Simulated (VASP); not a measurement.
# Ge (Imma) in VASP: single point with PBEsol

Aim: the single point of Ge with PBEsol.

All numbers are computed with VASP 6.6.1; they aren't measurements. Logs are shortened: lines on timing, memory, paths and dates and some standing lists are left out, and cuts for length are marked.

### Step 1. The cell of the first run

Symmetry: Imma, No. 74, orthorhombic system. Conventional cell: a = 3.980 Å, b = 3.980 Å, c = 5.629 Å, α = 90.00°, β = 90.00°, γ = 90.00°. Ge (site symmetry mm2) has 4 Ge at 2.35 to 2.54 Å within 3.1 Å.

### Step 2. Single point, PBEsol (atoms displaced along a vibrational mode, the cell strained)

File INCAR:

```
ALGO = Normal
EDIFF = 1E-6
ENCUT = 520
GGA = PS
ISIF = 2
ISMEAR = 0
LASPH = True
LCHARG = False
LREAL = False
LWAVE = False
NBANDS = 21
NELM = 100
PREC = Accurate
SIGMA = 0.15
```

File KPOINTS:

```
k-points
0
Gamma
  14 14 14
```

File POSCAR:

```
Ge
1.0
    0.0000000000      2.8143074359      2.8143074359
    2.8143074359      0.0000000000      2.8143074359
    2.8143074359      2.8143074359      0.0000000000
Ge
2
Direct
    0.5147998756      0.4852001244      0.4852001244
    0.7352001244      0.7647998756      0.7647998756
```

Potentials or basis: VASP PAW PBE potentials, release 64 (Ge_d).

The run is started by

```sh
> cat potpaw_PBE.64/Ge_d/POTCAR > POTCAR
> mpirun -np 1 vasp_std > vasp.out
```

OUTCAR:

```text
EDIFF = 1E-6
   ENCUT = 520
   GGA = PS
   ISIF = 2
   ISMEAR = 0
   LASPH = True
   LREAL = False
   NELM = 100
   PREC = Accurate

 ion  position               nearest neighbor table
   1  0.515  0.485  0.485-   2 2.35   2 2.35   2 2.54   2 2.54
   2  0.735  0.765  0.765-   1 2.35   1 2.35   1 2.54   1 2.54

  LATTYP: Found a face centered cubic cell.
 ALAT       =     5.6286148718

  Lattice vectors:

 A1 = (   0.0000000000,   2.8143074359,   2.8143074359)
 A2 = (   2.8143074359,   0.0000000000,   2.8143074359)
 A3 = (   2.8143074359,   2.8143074359,   0.0000000000)

Analysis of symmetry for initial positions (statically):
=====================================================================
 Subroutine PRICEL returns:
 Original cell was already a primitive cell.

 Routine SETGRP: Setting up the symmetry group for a
 face centered cubic supercell.

 Subroutine GETGRP returns: Found  8 space group operations
 (whereof  4 operations were pure point group operations)
 out of a pool of 48 trial point group operations.

The static configuration has the point symmetry C_2v.
 The point group associated with its full space group is D_2h.

Analysis of symmetry for dynamics (positions and initial velocities):
=====================================================================
 Subroutine PRICEL returns:
 Original cell was already a primitive cell.

 Routine SETGRP: Setting up the symmetry group for a
 face centered cubic supercell.

 Subroutine GETGRP returns: Found  8 space group operations
 (whereof  4 operations were pure point group operations)
 out of a pool of 48 trial point group operations.

The dynamic configuration has the point symmetry C_2v.
 The point group associated with its full space group is D_2h.

 Subroutine INISYM returns: Found  8 space group operations
 (whereof  4 operations are pure point group operations),
 and found     1 'primitive' translations

----------------------------------------------------------------------------------------

                                     Primitive cell

  volume of cell :      44.5805

  direct lattice vectors                    reciprocal lattice vectors
     0.000000000  2.814307436  2.814307436    -0.177663603  0.177663603  0.177663603
     2.814307436  0.000000000  2.814307436     0.177663603 -0.177663603  0.177663603
     2.814307436  2.814307436  0.000000000     0.177663603  0.177663603 -0.177663603

  length of vectors
     3.980031745  3.980031745  3.980031745     0.307722388  0.307722388  0.307722388

  position of ions in fractional coordinates (direct lattice)
     0.514799876  0.485200124  0.485200124
     0.735200124  0.764799876  0.764799876

  ion indices of the primitive-cell ions
   primitive index   ion index
                 1           1
                 2           2

----------------------------------------------------------------------------------------

 KPOINTS: k-points

Automatic generation of k-mesh.
 Grid dimensions read from file:
 generate k-points for:   14   14   14

 Generating k-lattice:

  Cartesian coordinates                     Fractional coordinates (reciprocal lattice)
    -0.012690257  0.012690257  0.012690257     0.071428571  0.000000000  0.000000000
     0.012690257 -0.012690257  0.012690257     0.000000000  0.071428571  0.000000000
     0.012690257  0.012690257 -0.012690257     0.000000000  0.000000000  0.071428571

  Length of vectors
     0.021980171  0.021980171  0.021980171

  Shift w.r.t. Gamma in fractional coordinates (k-lattice)
     0.000000000  0.000000000  0.000000000

 Subroutine IBZKPT returns following result:
 ===========================================

 Found    428 irreducible k-points:

 Following reciprocal coordinates:
            Coordinates               Weight
  0.000000  0.000000  0.000000      1.000000
  0.071429  0.000000  0.000000      4.000000
  0.000000  0.071429  0.000000      4.000000
  0.142857  0.000000  0.000000      4.000000
  0.000000  0.142857  0.000000      4.000000
  0.214286  0.000000  0.000000      4.000000
[... 16 lines left out ...]
  0.000000  0.214286  0.071429      4.000000
  0.071429  0.000000  0.214286      8.000000
 [... further k-points ...]
   k-points           NKPTS =    428   k-points in BZ     NKDIM =    428   number of bands    NBANDS=     21
   number of dos      NEDOS =    301   number of ions     NIONS =      2
   total plane-waves  NPLWV =  27000
   dimension x,y,z NGX =    30 NGY =   30 NGZ =   30
   dimension x,y,z NGXF=    60 NGYF=   60 NGZF=   60
   ions per type =               2
   NGX,Y,Z   is equivalent  to a cutoff of  12.53, 12.53, 12.53 a.u.
   NGXF,Y,Z  is equivalent  to a cutoff of  25.06, 25.06, 25.06 a.u.
 SYSTEM =  unknown system
   PREC   = accura    normal or accurate (medium, high low for compatibility)
   ISTART =      0    job   : 0-new  1-cont  2-samecut
   ICHARG =      2    charge: 1-file 2-atom 10-const
   ISPIN  =      1    spin polarized calculation?
   LNONCOLLINEAR =      F non collinear calculations
   LSORBIT =      F    spin-orbit coupling
   LASPH  =      T    aspherical Exc in radial PAW
   ENCUT  =  520.0 eV  38.22 Ry    6.18 a.u.   7.40  7.40  7.40*2*pi/ulx,y,z
   NELM   =    100;   NELMIN=  2; NELMDL= -5     # of ELM steps
   EDIFF  = 0.1E-05   stopping-criterion for ELM
   LREAL  =      F    real-space projection
   EDIFFG = 0.1E-04   stopping-criterion for IOM
   NSW    =      0    number of steps for IOM
   IBRION =     -1    ionic relax: 0-MD 1-quasi-New 2-CG
   NFREE  =      0    steps in history (QN), initial steepest desc. (CG)
   ISIF   =      2    stress and relaxation
   ISYM   =      2    0-nonsym 1-usesym 2-fastsym
   POTIM  = 0.5000    time-step for ionic-motion
   TEBEG  =    0.0;   TEEND  =   0.0 temperature during run
   PSTRESS=    0.0 pullay stress
   NELECT =      28.0000    total number of electrons
   NUPDOWN=      -1.0000    fix difference up-down
   EMIN   =  10.00;   EMAX   =-10.00  energy-range for DOS
   EFERMI =   0.00;   METHOD = LEGACY
   ISMEAR =     0;   SIGMA  =   0.15  broadening in eV -4-tet -1-fermi 0-gaus
   EFERMI_NEDOS =   21; number of points for ismear=-14 and -15
   IALGO  =     38    algorithm
   IMIX   =      4    mixing-type and parameters
     AMIX     =   0.40;   BMIX     =  1.00
     AMIX_MAG =   1.60;   BMIX_MAG =  1.00
  volume/ion in A,a.u.               =      22.29       150.42
  Fermi-wavevector in a.u.,A,eV,Ry     =   1.401993  2.649383 26.743414  1.965586
  Thomas-Fermi vector in A             =   2.524799
   LORBIT       =      0    0 simple, 1 ext, 2 COOP (PROOUT), +10 PAW based schemes
   GGA     = PS    functional components
   LHFCALC =     F    Hartree Fock is set to
   AEXX    =    0.0000 exact exchange contribution
   IVDW    =     0    specifies the selected vdW correction
   LEPSILON=     F    determine dielectric tensor
   LRPA    =     F    only Hartree local field effects (RPA)
 non-spin polarized calculation
 Gauss-broadening in eV      SIGMA  =   0.15
  energy-cutoff  :      520.00
  volume of cell :       44.58
 maximum number of plane-waves:      1243
 NGX is ok and might be reduce to    30
   NGX = 15   NGY = 15   NGZ = 15

 number of electron      28.0000024 magnetization

 Free energy of the ion-electron system (eV)
  ---------------------------------------------------
  ext. energy  EPLUGINS =         0.00000000
  ---------------------------------------------------
  free energy    TOTEN  =        -9.71235757 eV

  energy without entropy =       -9.71109518  energy(sigma->0) =       -9.71172637

 E-fermi :   5.2212     XC(G=0): -10.2072

 val. band max:        5.2078711065   @ k =   0.0714   0.0000   0.0000
 cond. band min:       5.2250748173   @ k =   0.0714  -0.4286  -0.4286
 fundamental gap:      0.0172037108
 Fermi energy:         5.2211918345

 k-point     1 :       0.0000    0.0000    0.0000
  band No.  band energies     occupation
      1     -19.8412      2.00000
      2     -19.8267      2.00000
      3     -19.7781      2.00000
      4     -19.7670      2.00000
      5     -19.7663      2.00000
      6     -19.5705      2.00000
[... 13 lines left out ...]
     20      14.5191      0.00000
     21      14.5834      0.00000

 k-point     2 :       0.0714    0.0000    0.0000
  band No.  band energies     occupation
      1     -19.8428      2.00000
      2     -19.8272      2.00000
      3     -19.7756      2.00000
      4     -19.7661      2.00000
      5     -19.7637      2.00000
      6     -19.5716      2.00000
[... 13 lines left out ...]
     20      14.0852      0.00000
     21      14.0920      0.00000

 k-point     3 :       0.0000    0.0714    0.0000
  band No.  band energies     occupation
      1     -19.8455      2.00000
      2     -19.8291      2.00000
      3     -19.7860      2.00000
      4     -19.7601      2.00000
      5     -19.7573      2.00000
      6     -19.5736      2.00000
[... 13 lines left out ...]
     20      13.9188      0.00000
     21      14.0561      0.00000

 k-point     4 :       0.1429    0.0000    0.0000
  band No.  band energies     occupation
      1     -19.8466      2.00000
      2     -19.8280      2.00000
      3     -19.7696      2.00000
      4     -19.7633      2.00000
      5     -19.7570      2.00000
      6     -19.5752      2.00000
[... 13 lines left out ...]
     20      13.5292      0.00000
     21      13.6327      0.00000

 k-point     5 :       0.0000    0.1429    0.0000
  band No.  band energies     occupation
      1     -19.8557      2.00000
      2     -19.8342      2.00000
      3     -19.7951      2.00000
      4     -19.7466      2.00000
      5     -19.7434      2.00000
      6     -19.5808      2.00000
[... 13 lines left out ...]
     20      13.3424      0.00000
     21      13.4395      0.00000

 k-point     6 :       0.2143    0.0000    0.0000
  band No.  band energies     occupation
      1     -19.8509      2.00000
      2     -19.8282      2.00000
      3     -19.7624      2.00000
      4     -19.7594      2.00000
      5     -19.7478      2.00000
      6     -19.5820      2.00000
[... 13 lines left out ...]
     20      13.2968      0.00000
     21      13.5241      0.00000

 k-point     7 :       0.0000    0.2143    0.0000
  band No.  band energies     occupation
      1     -19.8668      2.00000
      2     -19.8406      2.00000
      3     -19.8013      2.00000
      4     -19.7326      2.00000
      5     -19.7311      2.00000
      6     -19.5885      2.00000
[... 13 lines left out ...]
     20      13.1685      0.00000
     21      13.2256      0.00000
[... 291 lines left out ...]
      1     -19.8543      2.00000
      2     -19.8358      2.00000
      3     -19.7950      2.00000
      4     -19.7492      2.00000
      5     -19.7395      2.00000
      6     -19.5877      2.00000
[... 13 lines left out ...]
     20      12.6752      0.00000
     21      14.2112      0.00000

 k-point    21 :       0.0714   -0.0714   -0.0714
  band No.  band energies     occupation
      1     -19.8456      2.00000
      2     -19.8288      2.00000
      3     -19.7706      2.00000
      4     -19.7704      2.00000
      5     -19.7528      2.00000
      6     -19.5692      2.00000
[... 13 lines left out ...]
     20      12.8614      0.00000
     21      14.3296      0.00000

 k-point    22 :       0.2143    0.0714    0.0000
  band No.  band energies     occupation
      1     -19.8542      2.00000
      2     -19.8295      2.00000
      3     -19.7738      2.00000
      4     -19.7491      2.00000
      5     -19.7438      2.00000
      6     -19.5917      2.00000
[... 13 lines left out ...]
     20      13.2925      0.00000
     21      14.2205      0.00000

 k-point    23 :       0.0000    0.2143    0.0714
  band No.  band energies     occupation
      1     -19.8625      2.00000
      2     -19.8297      2.00000
      3     -19.7916      2.00000
      4     -19.7464      2.00000
      5     -19.7357      2.00000
      6     -19.5828      2.00000
[... 13 lines left out ...]
     20      13.5160      0.00000
     21      13.8891      0.00000

 k-point    24 :       0.0714    0.0000    0.2143
  band No.  band energies     occupation
      1     -19.8639      2.00000
      2     -19.8440      2.00000
      3     -19.8019      2.00000
      4     -19.7360      2.00000
      5     -19.7249      2.00000
      6     -19.5983      2.00000
[... 13 lines left out ...]
     20      13.1825      0.00000
     21      13.8384      0.00000

 [... further k-points ...]
[... 5 lines left out ...]
  --------------------------------------------------------------------------------------
  -------------------------------------------------------------------------------------
  Total        0.3867274      0.7722319      0.7722319      0.0000000     -1.5938805      0.0000000
  in kB       13.8985963     27.7532402     27.7532402      0.0000000    -57.2824701      0.0000000
  external PRESSURE =      23.1350255 kB  Pullay stress =       0.0000000 kB

 VOLUME and BASIS-vectors are now :
 -----------------------------------------------------------------------------
  energy-cutoff  :      520.00
  volume of cell :       44.58
      direct lattice vectors                 reciprocal lattice vectors
     0.000000000  2.814307436  2.814307436    -0.177663603  0.177663603  0.177663603
     2.814307436  0.000000000  2.814307436     0.177663603 -0.177663603  0.177663603
     2.814307436  2.814307436  0.000000000     0.177663603  0.177663603 -0.177663603

 POSITION                                       TOTAL-FORCE (eV/Angst)
 -----------------------------------------------------------------------------------
      2.73100      2.81431      2.81431         1.844964     -0.000000     -0.000000
      4.30476      4.22146      4.22146        -1.844964      0.000000      0.000000
 -----------------------------------------------------------------------------------
    total drift:                               -0.000000     -0.000000     -0.000000

  FREE ENERGIE OF THE ION-ELECTRON SYSTEM (eV)
  ---------------------------------------------------
  free  energy   TOTEN  =        -9.7123575654 eV

  energy  without entropy=       -9.7110951766  energy(sigma->0) =       -9.71172637
```

It took 2.1 min on 1 thread of Intel Xeon 6975P-C (Granite Rapids), shared host; peak memory 0.41 GiB.

Results:

```yaml
Free_energy: -9.7124 eV
Pressure: 2.3 GPa
Largest_force: 1.845 eV/Å
Band_gap_on_the_k_mesh: zero (bands 14 and 15 overlap by 0.71 eV)
```

Forces in eV/Å, atoms in the order of the input:
```
Ge   1.845  0.000  0.000
Ge  -1.845  0.000  0.000
```

Stress tensor (GPa, compression positive):
```
 1.39  0.00  0.00
 0.00  2.78 -5.73
 0.00 -5.73  2.78
```

Levels at points of the mesh, in eV from the Fermi level:
```
           k point  band 12  band 13  band 14  band 15  band 16  band 17
(0.00, 0.00, 0.00)    -1.00    -0.13    -0.08     0.58     1.74     2.25
(0.50, 0.00, 0.00)    -7.45    -2.14    -1.22    -0.29     2.80     3.95
(0.00, 0.50, 0.00)    -8.40    -1.95    -1.20     0.18     3.05     4.21
(0.50, 0.50, 0.00)    -9.23    -3.30    -3.30     0.39     0.39     9.46
(0.00, 0.50, 0.50)    -8.58    -3.63    -3.15    -0.05     0.88     9.06
```

Caveat: the cell differs from its parent crystal (atoms displaced along a vibrational mode, the cell strained); semilocal functionals underestimate gaps, and a narrow one can read as zero; the PAW data sets were made with another functional, which shifts forces and pressure a little.
